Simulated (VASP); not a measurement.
# TiSi16 (a cell with a defect) in VASP: single point with PBE

Aim: the single point of TiSi16 (a cell with a defect) with PBE.

All numbers are computed with VASP 6.6.1; they aren't measurements. Logs are shortened: lines on timing, memory, paths and dates and some standing lists are left out, and cuts for length are marked.

**1. The cell of the first run**

The cell holds a defect, 17 atoms: a = 7.679 Å, b = 7.679 Å, c = 7.679 Å, α = 60.00°, β = 60.00°, γ = 60.00°.

**2. Single point, PBE**

INCAR

```
SYSTEM = TiSi16
PREC     = Accurate       ! precision mode
ENCUT    = 520            ! plane-wave cutoff, eV
EDIFF    = 1E-6           ! SCF threshold, eV
ISMEAR   = 0              ! smearing method
SIGMA    = 0.02           ! smearing width, eV
LREAL    = Auto         
LASPH    = .TRUE.         ! aspherical terms in the spheres
NELM     = 80             ! most SCF steps
ALGO     = Normal         ! electronic algorithm
ISIF     = 2              ! what is computed and relaxed
LWAVE    = .FALSE.        ! write WAVECAR
LCHARG   = .TRUE.         ! write CHGCAR
GGA      = PE             ! functional
LELF     = .TRUE.         ! ELF
LVHAR    = .TRUE.       
NBANDS   = 52             ! bands
```

KPOINTS

```
Automatic mesh
0
G
  2 2 2
  0 0 0
```

POSCAR

```
TiSi16
1.0
    0.0000000000      5.4300000000      5.4300000000
    5.4300000000      0.0000000000      5.4300000000
    5.4300000000      5.4300000000      0.0000000000
Si Ti
16 1
Direct
    0.0021310289     -0.0030798615      0.0098054971
    0.1253317948      0.1198474864      0.1442199359
   -0.0000603349      0.0076173583      0.5073138416
    0.1232941651      0.1266579719      0.6268079200
    0.0025287357      0.5048580356      0.0047986854
    0.1362729250      0.6247112269      0.1249121050
    0.0020946586      0.5097788398      0.4971334388
    0.1251506132      0.6444173839      0.6199837871
    0.5058775689     -0.0030237530      0.0097283224
    0.6284182538      0.1297374773      0.1281315405
    0.5059041729      0.0013366474      0.5015611887
    0.6380226571      0.1266072116      0.6267709343
    0.5067983282      0.5004056814      0.0007116513
    0.6287742437      0.6247191805      0.1249446779
    0.5057115467      0.5097014267      0.4972170998
    0.6283832215      0.6279000640      0.6300518007
    0.2518491409      0.2554957226      0.7554404635
```

Potentials or basis: VASP PAW PBE potentials, release 64 (Si, Ti_sv).

On the command line:

```sh
> cat potpaw_PBE.64/Si/POTCAR potpaw_PBE.64/Ti_sv/POTCAR > POTCAR
> mpirun -np 1 vasp_std > vasp.out
```

OUTCAR:

```text
SYSTEM = TiSi16
   PREC = Accurate
   ENCUT = 520
   EDIFF = 1E-6
   ISMEAR = 0
   LREAL = Auto
   LASPH = .TRUE.
   NELM = 80
   ISIF = 2
   GGA = PE

 ion  position               nearest neighbor table
   1  0.002  0.997  0.010-   6 2.33  10 2.34   2 2.39   4 2.40  17 2.76
   2  0.125  0.120  0.144-   3 2.28   1 2.39   9 2.39   5 2.42  17 2.44
   3  1.000  0.008  0.507-   4 2.27  12 2.27   2 2.28   8 2.28
   4  0.123  0.127  0.627-   3 2.27  11 2.40   1 2.40   7 2.40  17 2.42
   5  0.003  0.505  0.005-   6 2.34  14 2.34   8 2.41   2 2.42  17 2.71
   6  0.136  0.625  0.125-  13 2.32   1 2.33   7 2.34   5 2.34
   7  0.002  0.510  0.497-   6 2.34  16 2.34   8 2.39   4 2.40  17 2.76
   8  0.125  0.644  0.620-   3 2.28   7 2.39  15 2.39   5 2.41  17 2.44
   9  0.506  0.997  0.010-  14 2.34  10 2.34   2 2.39  12 2.40  17 2.76
  10  0.628  0.130  0.128-  13 2.32  11 2.34   9 2.34   1 2.34
  11  0.506  0.001  0.502-  10 2.34  16 2.34  12 2.40   4 2.40  17 2.76
  12  0.638  0.127  0.627-   3 2.27  11 2.40   9 2.40  15 2.40  17 2.42
  13  0.507  0.500  0.001-  14 2.32   6 2.32  16 2.32  10 2.32
  14  0.629  0.625  0.125-  13 2.32   9 2.34  15 2.34   5 2.34
  15  0.506  0.510  0.497-  14 2.34  16 2.34   8 2.39  12 2.40  17 2.76
  16  0.628  0.628  0.630-  13 2.32  11 2.34  15 2.34   7 2.34
  17  0.252  0.255  0.755-   4 2.42  12 2.42   2 2.44   8 2.44   5 2.71  11 2.76   7 2.76  15 2.76
                             1 2.76   9 2.76

  LATTYP: Found a face centered cubic cell.
 ALAT       =    10.8600000000

  Lattice vectors:

 A1 = (   0.0000000000,   5.4300000000,   5.4300000000)
 A2 = (   5.4300000000,   0.0000000000,   5.4300000000)
 A3 = (   5.4300000000,   5.4300000000,   0.0000000000)

Analysis of symmetry for initial positions (statically):
=====================================================================
 Subroutine PRICEL returns:
 Original cell was already a primitive cell.

 Routine SETGRP: Setting up the symmetry group for a
 face centered cubic supercell.

 Subroutine GETGRP returns: Found  1 space group operations
 (whereof  1 operations were pure point group operations)
 out of a pool of 48 trial point group operations.

The static configuration has the point symmetry C_1 .

Analysis of symmetry for dynamics (positions and initial velocities):
=====================================================================
 Subroutine PRICEL returns:
 Original cell was already a primitive cell.

 Routine SETGRP: Setting up the symmetry group for a
 face centered cubic supercell.

 Subroutine GETGRP returns: Found  1 space group operations
 (whereof  1 operations were pure point group operations)
 out of a pool of 48 trial point group operations.

The dynamic configuration has the point symmetry C_1 .

 Subroutine INISYM returns: Found  1 space group operations
 (whereof  1 operations are pure point group operations),
 and found     1 'primitive' translations

----------------------------------------------------------------------------------------

                                     Primitive cell

  volume of cell :     320.2060

  direct lattice vectors                    reciprocal lattice vectors
     0.000000000  5.430000000  5.430000000    -0.092081031  0.092081031  0.092081031
     5.430000000  0.000000000  5.430000000     0.092081031 -0.092081031  0.092081031
     5.430000000  5.430000000  0.000000000     0.092081031  0.092081031 -0.092081031

  length of vectors
     7.679179644  7.679179644  7.679179644     0.159489025  0.159489025  0.159489025

  position of ions in fractional coordinates (direct lattice)
     0.002131029  0.996920139  0.009805497
     0.125331795  0.119847486  0.144219936
     0.999939665  0.007617358  0.507313842
     0.123294165  0.126657972  0.626807920
     0.002528736  0.504858036  0.004798685
     0.136272925  0.624711227  0.124912105
[... 9 lines left out ...]
     0.628383222  0.627900064  0.630051801
     0.251849141  0.255495723  0.755440464

  ion indices of the primitive-cell ions
   primitive index   ion index
                 1           1
                 2           2
                 3           3
                 4           4
                 5           5
                 6           6
[... 9 lines left out ...]
                16          16
                17          17

----------------------------------------------------------------------------------------

 KPOINTS: Automatic mesh

Automatic generation of k-mesh.
 Grid dimensions read from file:
 generate k-points for:    2    2    2

 Generating k-lattice:

  Cartesian coordinates                     Fractional coordinates (reciprocal lattice)
    -0.046040516  0.046040516  0.046040516     0.500000000  0.000000000  0.000000000
     0.046040516 -0.046040516  0.046040516     0.000000000  0.500000000  0.000000000
     0.046040516  0.046040516 -0.046040516     0.000000000  0.000000000  0.500000000

  Length of vectors
     0.079744512  0.079744512  0.079744512

  Shift w.r.t. Gamma in fractional coordinates (k-lattice)
     0.000000000  0.000000000  0.000000000

 Subroutine IBZKPT returns following result:
 ===========================================

 Found      8 irreducible k-points:

 Following reciprocal coordinates:
            Coordinates               Weight
  0.000000  0.000000  0.000000      1.000000
  0.500000  0.000000  0.000000      1.000000
  0.000000  0.500000  0.000000      1.000000
  0.000000  0.000000  0.500000      1.000000
  0.500000  0.500000  0.500000      1.000000
  0.500000  0.500000  0.000000      1.000000
  0.000000  0.500000  0.500000      1.000000
  0.500000  0.000000  0.500000      1.000000
   k-points           NKPTS =      8   k-points in BZ     NKDIM =      8   number of bands    NBANDS=     52
   number of dos      NEDOS =    301   number of ions     NIONS =     17
   total plane-waves  NPLWV = 216000
   dimension x,y,z NGX =    60 NGY =   60 NGZ =   60
   dimension x,y,z NGXF=   120 NGYF=  120 NGZF=  120
   ions per type =              16   1
   NGX,Y,Z   is equivalent  to a cutoff of  12.99, 12.99, 12.99 a.u.
   NGXF,Y,Z  is equivalent  to a cutoff of  25.98, 25.98, 25.98 a.u.
 SYSTEM =  TiSi16
   PREC   = accura    normal or accurate (medium, high low for compatibility)
   ISTART =      0    job   : 0-new  1-cont  2-samecut
   ICHARG =      2    charge: 1-file 2-atom 10-const
   ISPIN  =      1    spin polarized calculation?
   LNONCOLLINEAR =      F non collinear calculations
   LSORBIT =      F    spin-orbit coupling
   LASPH  =      T    aspherical Exc in radial PAW
   ENCUT  =  520.0 eV  38.22 Ry    6.18 a.u.  14.28 14.28 14.28*2*pi/ulx,y,z
   NELM   =     80;   NELMIN=  2; NELMDL= -5     # of ELM steps
   EDIFF  = 0.1E-05   stopping-criterion for ELM
   LREAL  =      T    real-space projection
   EDIFFG = 0.1E-04   stopping-criterion for IOM
   NSW    =      0    number of steps for IOM
   IBRION =     -1    ionic relax: 0-MD 1-quasi-New 2-CG
   NFREE  =      0    steps in history (QN), initial steepest desc. (CG)
   ISIF   =      2    stress and relaxation
   ISYM   =      2    0-nonsym 1-usesym 2-fastsym
   POTIM  = 0.5000    time-step for ionic-motion
   TEBEG  =    0.0;   TEEND  =   0.0 temperature during run
   PSTRESS=    0.0 pullay stress
   NELECT =      76.0000    total number of electrons
   NUPDOWN=      -1.0000    fix difference up-down
   EMIN   =  10.00;   EMAX   =-10.00  energy-range for DOS
   EFERMI =   0.00;   METHOD = LEGACY
   ISMEAR =     0;   SIGMA  =   0.02  broadening in eV -4-tet -1-fermi 0-gaus
   EFERMI_NEDOS =   21; number of points for ismear=-14 and -15
   IALGO  =     38    algorithm
   IMIX   =      4    mixing-type and parameters
     AMIX     =   0.40;   BMIX     =  1.00
     AMIX_MAG =   1.60;   BMIX_MAG =  1.00
  volume/ion in A,a.u.               =      18.84       127.11
  Fermi-wavevector in a.u.,A,eV,Ry     =   1.013607  1.915439 13.978610  1.027399
  Thomas-Fermi vector in A             =   2.146786
   LORBIT       =      0    0 simple, 1 ext, 2 COOP (PROOUT), +10 PAW based schemes
   GGA     = PE    functional components
   LHFCALC =     F    Hartree Fock is set to
   AEXX    =    0.0000 exact exchange contribution
   IVDW    =     0    specifies the selected vdW correction
   LEPSILON=     F    determine dielectric tensor
   LRPA    =     F    only Hartree local field effects (RPA)
 non-spin polarized calculation
 Gauss-broadening in eV      SIGMA  =   0.02
  energy-cutoff  :      520.00
  volume of cell :      320.21
 maximum number of plane-waves:      8646
 NGX is ok and might be reduce to    60
   NGX = 29   NGY = 29   NGZ = 29

 number of electron      76.0000001 magnetization

 Free energy of the ion-electron system (eV)
  ---------------------------------------------------
  ext. energy  EPLUGINS =         0.00000000
  ---------------------------------------------------
  free energy    TOTEN  =       -92.20436851 eV

  energy without entropy =      -92.19982591  energy(sigma->0) =      -92.20209721

 E-fermi :   6.9099     XC(G=0):  -9.7518

 val. band max:        6.9044996847   @ k =   0.5000   0.5000   0.5000
 cond. band min:       6.9573433194   @ k =   0.0000   0.0000   0.5000
 fundamental gap:      0.0528436346
 Fermi energy:         6.9099075323

 k-point     1 :       0.0000    0.0000    0.0000
  band No.  band energies     occupation
      1     -49.8859      2.00000
      2     -26.2761      2.00000
      3     -26.2555      2.00000
      4     -26.2415      2.00000
      5      -5.7202      2.00000
      6      -3.5134      2.00000
[... 42 lines left out ...]
     49       8.1782      0.00000
     50       8.4666      0.00000

 k-point     2 :       0.5000    0.0000    0.0000
  band No.  band energies     occupation
      1     -49.8859      2.00000
      2     -26.2761      2.00000
      3     -26.2555      2.00000
      4     -26.2415      2.00000
      5      -5.0086      2.00000
      6      -4.8050      2.00000
[... 310 lines left out ...]
 k-point     8 :       0.5000    0.0000    0.5000
  band No.  band energies     occupation
      1     -49.8859      2.00000
      2     -26.2761      2.00000
      3     -26.2555      2.00000
      4     -26.2415      2.00000
      5      -4.6948      2.00000
      6      -4.5968      2.00000
[... 42 lines left out ...]
     49       9.8720      0.00000
     50      10.5279      0.00000
 [bands above 50 left out]

------------------------ aborting loop because EDIFF is reached ----------------------------------------

  FORCE on cell =-STRESS in cart. coord.  units (eV):
  Direction    XX          YY          ZZ          XY          YZ          ZX
  --------------------------------------------------------------------------------------
  -------------------------------------------------------------------------------------
  Total        8.2908987      7.8872450      7.8894976      0.0096862     -0.2484398      0.0048544
  in kB       41.4841986     39.4644841     39.4757550      0.0484657     -1.2430890      0.0242893
  external PRESSURE =      40.1414792 kB  Pullay stress =       0.0000000 kB

 VOLUME and BASIS-vectors are now :
 -----------------------------------------------------------------------------
  energy-cutoff  :      520.00
  volume of cell :      320.21
      direct lattice vectors                 reciprocal lattice vectors
     0.000000000  5.430000000  5.430000000    -0.092081031  0.092081031  0.092081031
     5.430000000  0.000000000  5.430000000     0.092081031 -0.092081031  0.092081031
     5.430000000  5.430000000  0.000000000     0.092081031  0.092081031 -0.092081031

 POSITION                                       TOTAL-FORCE (eV/Angst)
 -----------------------------------------------------------------------------------
      5.46652      0.06482      5.42485         0.002041     -0.000158      0.001279
      1.43389      1.46367      1.33132         0.002803      0.003312     -0.003628
      2.79608      8.18439      5.47103         0.002817      0.001400     -0.000185
      4.09132      4.07305      1.35724        -0.007267     -0.003042     -0.002620
      2.76744      0.03979      2.75511        -0.005756     -0.000616     -0.002619
      4.07045      1.41823      4.13214         0.002786     -0.000770      0.000303
[... 9 lines left out ...]
      6.83068      6.83330      6.82162         0.001328     -0.001911      0.000920
      5.48938      5.46958      2.75488        -0.008401      0.002512      0.001134
 -----------------------------------------------------------------------------------
    total drift:                               -0.008437     -0.003304     -0.000843

  FREE ENERGIE OF THE ION-ELECTRON SYSTEM (eV)
  ---------------------------------------------------
  free  energy   TOTEN  =       -92.2043685089 eV

  energy  without entropy=      -92.1998259094  energy(sigma->0) =      -92.20209721
```

It took 3.6 min on 1 thread of Intel Xeon Platinum 8559C (Emerald Rapids), shared host; peak memory 0.49 GiB.

What came out:

```
Free energy            : -92.2044 eV
Pressure               : 4.0 GPa
Largest force          : 0.009 eV/Å
Band gap on the k mesh : zero (band 38 reaches 6.96 eV, above the bottom of band 39 at 6.56 eV)
```

Forces in eV/Å, atoms in the order of the input:
```
Si   0.002  0.000  0.001
Si   0.003  0.003 -0.004
Si   0.003  0.001  0.000
Si  -0.007 -0.003 -0.003
Si  -0.006 -0.001 -0.003
Si   0.003 -0.001  0.000
Si   0.001  0.002 -0.001
Si   0.002 -0.005  0.004
Si   0.001  0.000 -0.001
Si   0.002  0.000 -0.001
Si   0.005 -0.001  0.000
Si  -0.003 -0.001 -0.001
Si  -0.002  0.000  0.000
Si   0.004  0.003  0.004
Si   0.000  0.000 -0.001
Si   0.001 -0.002  0.001
Ti  -0.008  0.003  0.001
```

Stress tensor (GPa, compression positive):
```
 4.15  0.00  0.00
 0.00  3.95 -0.12
 0.00 -0.12  3.95
```

Caveat: the k points lie up to 0.50 Å⁻¹ apart.
